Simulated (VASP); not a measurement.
# Ta5N (P4/nmm) in VASP: notebook

Runs on Ta5N. Level: PBE. Tasks: single point, relaxation of cell and atoms.

Program: VASP 6.6.1. These are calculated values, not measurements. Logs are shortened: lines on timing, memory, paths and dates and some standing lists are left out, and cuts for length are marked.

## Step 1: The cell of the first run

The structure is tetragonal, space group P4/nmm (No. 129). Conventional cell: a = 3.205 Å, b = 3.205 Å, c = 18.421 Å, α = 90.00°, β = 90.00°, γ = 90.00°. Ta (site symmetry 4mm) has 14 Ta at 2.83 to 3.60 Å within 3.7 Å. Within 3.8 Å of Ta (site symmetry 4mm) lie 14 Ta at 2.85 to 3.50 Å. Within 3.8 Å of Ta (site symmetry 4mm) lie 14 Ta at 2.85 to 3.50 Å. Within 3.0 Å of Ta (site symmetry 4mm) lie 5 N at 2.20 to 2.28 Å and 4 Ta at 2.97 Å. Ta (site symmetry 4mm) has 1 N at 2.21 Å and 8 Ta at 2.83 to 2.97 Å within 3.0 Å. Within 3.0 Å of N (site symmetry 4mm) lie 6 Ta at 2.20 to 2.28 Å and 4 N at 2.96 Å.

## Step 2: Single point, PBE

INCAR reads:

```
ALGO     = Normal         # electronic algorithm
EDIFF    = 1E-6           # SCF threshold, eV
ENCUT    = 520            # plane-wave cutoff, eV
GGA      = PE             # functional
ISIF     = 2              # what is computed and relaxed
ISMEAR   = 0              # smearing method
LASPH    = True           # aspherical terms in the spheres
LCHARG   = False          # write CHGCAR
LREAL    = False          # projectors in reciprocal space
LWAVE    = False          # write WAVECAR
NBANDS   = 72             # bands
NELM     = 80             # most SCF steps
PREC     = Accurate       # precision mode
SIGMA    = 0.2            # smearing width, eV
```

KPOINTS reads:

```
k-points
0
Gamma
  5 5 1
```

POSCAR reads:

```
Ta5N
1.0
    3.2045697782      0.0000000000      0.0000000000
    0.0000000000      3.2045697782      0.0000000000
    0.0000000000      0.0000000000     18.4210796516
Ta N
10 2
Direct
    0.0000000000      0.5000000000      0.7367399481
    0.5000000000      0.0000000000      0.6427857931
    0.0000000000      0.5000000000      0.5469705419
    0.0000000000      0.5000000000      0.9322273474
    0.0000000000      0.5000000000      0.1716327175
    0.5000000000      0.0000000000      0.0677726526
    0.5000000000      0.0000000000      0.8283672825
    0.5000000000      0.0000000000      0.2632600519
    0.0000000000      0.5000000000      0.3572142069
    0.5000000000      0.0000000000      0.4530294581
    0.0000000000      0.5000000000      0.0518012307
    0.5000000000      0.0000000000      0.9481987693
```

Potentials or basis: VASP PAW PBE potentials, release 64 (Ta_pv, N).

Command:

```
cat potpaw_PBE.64/Ta_pv/POTCAR potpaw_PBE.64/N/POTCAR > POTCAR
mpirun -np 1 vasp_std > vasp.out
```

OUTCAR:

```text
EDIFF = 1E-6
   ENCUT = 520
   GGA = PE
   ISIF = 2
   ISMEAR = 0
   LASPH = True
   LREAL = False
   NELM = 80
   PREC = Accurate

 ion  position               nearest neighbor table
   1  0.000  0.500  0.737-   7 2.83   7 2.83   7 2.83   7 2.83   2 2.85   2 2.85   2 2.85   2 2.85
                             3 3.50   4 3.60
   2  0.500  0.000  0.643-   1 2.85   1 2.85   1 2.85   1 2.85   3 2.87   3 2.87   3 2.87   3 2.87
                             7 3.42  10 3.50
   3  0.000  0.500  0.547-  10 2.85  10 2.85  10 2.85  10 2.85   2 2.87   2 2.87   2 2.87   2 2.87
                             9 3.50   1 3.50
   4  0.000  0.500  0.932-  11 2.20  12 2.28  12 2.28  12 2.28  12 2.28   7 2.97   7 2.97   7 2.97
                             7 2.97   6 3.37   6 3.37   6 3.37   6 3.37   1 3.60
   5  0.000  0.500  0.172-  11 2.21   8 2.83   8 2.83   8 2.83   8 2.83   6 2.97   6 2.97   6 2.97
                             6 2.97   9 3.42
   6  0.500  0.000  0.068-  12 2.20  11 2.28  11 2.28  11 2.28  11 2.28   5 2.97   5 2.97   5 2.97
                             5 2.97   4 3.37   4 3.37   4 3.37   4 3.37   8 3.60
   7  0.500  0.000  0.828-  12 2.21   1 2.83   1 2.83   1 2.83   1 2.83   4 2.97   4 2.97   4 2.97
                             4 2.97   2 3.42
   8  0.500  0.000  0.263-   5 2.83   5 2.83   5 2.83   5 2.83   9 2.85   9 2.85   9 2.85   9 2.85
                            10 3.50   6 3.60
   9  0.000  0.500  0.357-   8 2.85   8 2.85   8 2.85   8 2.85  10 2.87  10 2.87  10 2.87  10 2.87
                             5 3.42   3 3.50
  10  0.500  0.000  0.453-   3 2.85   3 2.85   3 2.85   3 2.85   9 2.87   9 2.87   9 2.87   9 2.87
                             2 3.50   8 3.50
  11  0.000  0.500  0.052-   4 2.20   5 2.21   6 2.28   6 2.28   6 2.28   6 2.28
  12  0.500  0.000  0.948-   6 2.20   7 2.21   4 2.28   4 2.28   4 2.28   4 2.28

  LATTYP: Found a simple tetragonal cell.
 ALAT       =     3.2045697782
 C/A-ratio  =     5.7483783867

  Lattice vectors:

 A1 = (   3.2045697782,   0.0000000000,   0.0000000000)
 A2 = (   0.0000000000,   3.2045697782,   0.0000000000)
 A3 = (   0.0000000000,   0.0000000000,  18.4210796516)

Analysis of symmetry for initial positions (statically):
=====================================================================
 Subroutine PRICEL returns:
 Original cell was already a primitive cell.

 Routine SETGRP: Setting up the symmetry group for a
 simple tetragonal supercell.

 Subroutine GETGRP returns: Found 16 space group operations
 (whereof  8 operations were pure point group operations)
 out of a pool of 16 trial point group operations.

The static configuration has the point symmetry D_2d.
 The point group associated with its full space group is D_4h.

Analysis of symmetry for dynamics (positions and initial velocities):
=====================================================================
 Subroutine PRICEL returns:
 Original cell was already a primitive cell.

 Routine SETGRP: Setting up the symmetry group for a
 simple tetragonal supercell.

 Subroutine GETGRP returns: Found 16 space group operations
 (whereof  8 operations were pure point group operations)
 out of a pool of 16 trial point group operations.

The dynamic configuration has the point symmetry D_2d.
 The point group associated with its full space group is D_4h.

 Subroutine INISYM returns: Found 16 space group operations
 (whereof  8 operations are pure point group operations),
 and found     1 'primitive' translations

----------------------------------------------------------------------------------------

                                     Primitive cell

  volume of cell :     189.1710

  direct lattice vectors                    reciprocal lattice vectors
     3.204569778  0.000000000  0.000000000     0.312054369  0.000000000  0.000000000
     0.000000000  3.204569778  0.000000000     0.000000000  0.312054369  0.000000000
     0.000000000  0.000000000 18.421079652     0.000000000  0.000000000  0.054285635

  length of vectors
     3.204569778  3.204569778 18.421079652     0.312054369  0.312054369  0.054285635

  position of ions in fractional coordinates (direct lattice)
     0.000000000  0.500000000  0.736739948
     0.500000000  0.000000000  0.642785793
     0.000000000  0.500000000  0.546970542
     0.000000000  0.500000000  0.932227347
[... 30 lines left out ...]
 generate k-points for:    5    5    1

 Generating k-lattice:

  Cartesian coordinates                     Fractional coordinates (reciprocal lattice)
     0.062410874  0.000000000  0.000000000     0.200000000  0.000000000  0.000000000
     0.000000000  0.062410874  0.000000000     0.000000000  0.200000000  0.000000000
     0.000000000  0.000000000  0.054285635     0.000000000  0.000000000  1.000000000

  Length of vectors
     0.062410874  0.062410874  0.054285635

  Shift w.r.t. Gamma in fractional coordinates (k-lattice)
     0.000000000  0.000000000  0.000000000

 Subroutine IBZKPT returns following result:
 ===========================================

 Found      6 irreducible k-points:

 Following reciprocal coordinates:
            Coordinates               Weight
  0.000000  0.000000  0.000000      1.000000
  0.200000  0.000000  0.000000      4.000000
  0.400000  0.000000  0.000000      4.000000
  0.200000  0.200000  0.000000      4.000000
  0.400000  0.200000  0.000000      8.000000
  0.400000  0.400000  0.000000      4.000000
   k-points           NKPTS =      6   k-points in BZ     NKDIM =      6   number of bands    NBANDS=     72
   number of dos      NEDOS =    301   number of ions     NIONS =     12
   total plane-waves  NPLWV =  80640
   dimension x,y,z NGX =    24 NGY =   24 NGZ =  140
   dimension x,y,z NGXF=    48 NGYF=   48 NGZF=  280
   ions per type =              10   2
   NGX,Y,Z   is equivalent  to a cutoff of  12.45, 12.45, 12.63 a.u.
   NGXF,Y,Z  is equivalent  to a cutoff of  24.90, 24.90, 25.27 a.u.
 SYSTEM =  unknown system
   PREC   = accura    normal or accurate (medium, high low for compatibility)
   ISTART =      0    job   : 0-new  1-cont  2-samecut
   ICHARG =      2    charge: 1-file 2-atom 10-const
   ISPIN  =      1    spin polarized calculation?
   LNONCOLLINEAR =      F non collinear calculations
   LSORBIT =      F    spin-orbit coupling
   LASPH  =      T    aspherical Exc in radial PAW
   ENCUT  =  520.0 eV  38.22 Ry    6.18 a.u.   5.96  5.96 34.25*2*pi/ulx,y,z
   NELM   =     80;   NELMIN=  2; NELMDL= -5     # of ELM steps
   EDIFF  = 0.1E-05   stopping-criterion for ELM
   LREAL  =      F    real-space projection
   EDIFFG = 0.1E-04   stopping-criterion for IOM
   NSW    =      0    number of steps for IOM
   IBRION =     -1    ionic relax: 0-MD 1-quasi-New 2-CG
   NFREE  =      0    steps in history (QN), initial steepest desc. (CG)
   ISIF   =      2    stress and relaxation
   ISYM   =      2    0-nonsym 1-usesym 2-fastsym
   POTIM  = 0.5000    time-step for ionic-motion
   TEBEG  =    0.0;   TEEND  =   0.0 temperature during run
   PSTRESS=    0.0 pullay stress
   NELECT =     120.0000    total number of electrons
   NUPDOWN=      -1.0000    fix difference up-down
   EMIN   =  10.00;   EMAX   =-10.00  energy-range for DOS
   EFERMI =   0.00;   METHOD = LEGACY
   ISMEAR =     0;   SIGMA  =   0.20  broadening in eV -4-tet -1-fermi 0-gaus
   EFERMI_NEDOS =   21; number of points for ismear=-14 and -15
   IALGO  =     38    algorithm
   IMIX   =      4    mixing-type and parameters
     AMIX     =   0.40;   BMIX     =  1.00
     AMIX_MAG =   1.60;   BMIX_MAG =  1.00
  volume/ion in A,a.u.               =      15.76       106.38
  Fermi-wavevector in a.u.,A,eV,Ry     =   1.406642  2.658169 26.921074  1.978643
  Thomas-Fermi vector in A             =   2.528982
   LORBIT       =      0    0 simple, 1 ext, 2 COOP (PROOUT), +10 PAW based schemes
   GGA     = PE    functional components
   LHFCALC =     F    Hartree Fock is set to
   AEXX    =    0.0000 exact exchange contribution
   IVDW    =     0    specifies the selected vdW correction
   LEPSILON=     F    determine dielectric tensor
   LRPA    =     F    only Hartree local field effects (RPA)
 non-spin polarized calculation
 Gauss-broadening in eV      SIGMA  =   0.20
  energy-cutoff  :      520.00
  volume of cell :      189.17
 maximum number of plane-waves:      5136
 NGX is ok and might be reduce to    24
   NGX = 11   NGY = 11   NGZ = 69

 number of electron     119.9999975 magnetization

 Free energy of the ion-electron system (eV)
  ---------------------------------------------------
  ext. energy  EPLUGINS =         0.00000000
  ---------------------------------------------------
  free energy    TOTEN  =      -138.91706339 eV

  energy without entropy =     -138.69549056  energy(sigma->0) =     -138.80627697

 E-fermi :   6.1458     XC(G=0): -12.7354

 val. band max:        6.1393614099   @ k =   0.4000   0.4000   0.0000
 cond. band min:       6.1522388158   @ k =   0.2000   0.0000   0.0000
 fundamental gap:      0.0128774059
 Fermi energy:         6.1457884738

 k-point     1 :       0.0000    0.0000    0.0000
  band No.  band energies     occupation
      1     -29.1747      2.00000
      2     -29.1747      2.00000
      3     -29.1293      2.00000
      4     -29.1182      2.00000
      5     -29.1182      2.00000
      6     -28.9379      2.00000
[... 439 lines left out ...]
     71      10.0597      0.00000
     72      10.3048      0.00000

------------------------ aborting loop because EDIFF is reached ----------------------------------------

  FORCE on cell =-STRESS in cart. coord.  units (eV):
  Direction    XX          YY          ZZ          XY          YZ          ZX
  --------------------------------------------------------------------------------------
  -------------------------------------------------------------------------------------
  Total        0.3953379      0.3953379      0.4643398      0.0000000      0.0000000      0.0000000
  in kB        3.3483011      3.3483011      3.9327100      0.0000000      0.0000000      0.0000000
  external PRESSURE =       3.5431041 kB  Pullay stress =       0.0000000 kB

 VOLUME and BASIS-vectors are now :
 -----------------------------------------------------------------------------
  energy-cutoff  :      520.00
  volume of cell :      189.17
      direct lattice vectors                 reciprocal lattice vectors
     3.204569778  0.000000000  0.000000000     0.312054369  0.000000000  0.000000000
     0.000000000  3.204569778  0.000000000     0.000000000  0.312054369  0.000000000
     0.000000000  0.000000000 18.421079652     0.000000000  0.000000000  0.054285635

 POSITION                                       TOTAL-FORCE (eV/Angst)
 -----------------------------------------------------------------------------------
      0.00000      1.60228     13.57155         0.000000     -0.000000     -0.011165
      1.60228      0.00000     11.84081        -0.000000     -0.000000     -0.007092
      0.00000      1.60228     10.07579         0.000000      0.000000      0.005942
      0.00000      1.60228     17.17263         0.000000      0.000000     -0.053149
      0.00000      1.60228      3.16166         0.000000     -0.000000      0.019018
      1.60228      0.00000      1.24845         0.000000     -0.000000      0.053149
      1.60228      0.00000     15.25942        -0.000000     -0.000000     -0.019018
      1.60228      0.00000      4.84953         0.000000     -0.000000      0.011165
      0.00000      1.60228      6.58027         0.000000     -0.000000      0.007092
      1.60228      0.00000      8.34529        -0.000000     -0.000000     -0.005942
      0.00000      1.60228      0.95423         0.000000     -0.000000      0.007408
      1.60228      0.00000     17.46685        -0.000000     -0.000000     -0.007408
 -----------------------------------------------------------------------------------
    total drift:                                0.000000      0.000000      0.000000

  FREE ENERGIE OF THE ION-ELECTRON SYSTEM (eV)
  ---------------------------------------------------
  free  energy   TOTEN  =      -138.9170633869 eV

  energy  without entropy=     -138.6954905554  energy(sigma->0) =     -138.80627697
```

It took 96 s on 1 thread of Intel Xeon 6975P-C (Granite Rapids), shared host; peak memory 0.29 GiB.

What came out:

```yaml
Free_energy: -138.9171 eV
Pressure: 0.4 GPa
Largest_force: 0.053 eV/Å
Band_gap_on_the_k_mesh: zero (bands 60 and 61 overlap by 1.25 eV)
```

Forces in eV/Å, atoms in the order of the input:
```
Ta   0.000  0.000 -0.011
Ta   0.000  0.000 -0.007
Ta   0.000  0.000  0.006
Ta   0.000  0.000 -0.053
Ta   0.000  0.000  0.019
Ta   0.000  0.000  0.053
Ta   0.000  0.000 -0.019
Ta   0.000  0.000  0.011
Ta   0.000  0.000  0.007
Ta   0.000  0.000 -0.006
N    0.000  0.000  0.007
N    0.000  0.000 -0.007
```

Caveat: the k points lie up to 0.39 Å⁻¹ apart, too coarse for converged energies and pressures of a metal; spin-orbit coupling is left out, which moves the levels of the heavy elements.

(Part 1 of 2 ends here.)

The gap in the log of VASP goes by the Fermi energy; the results here count the filled bands.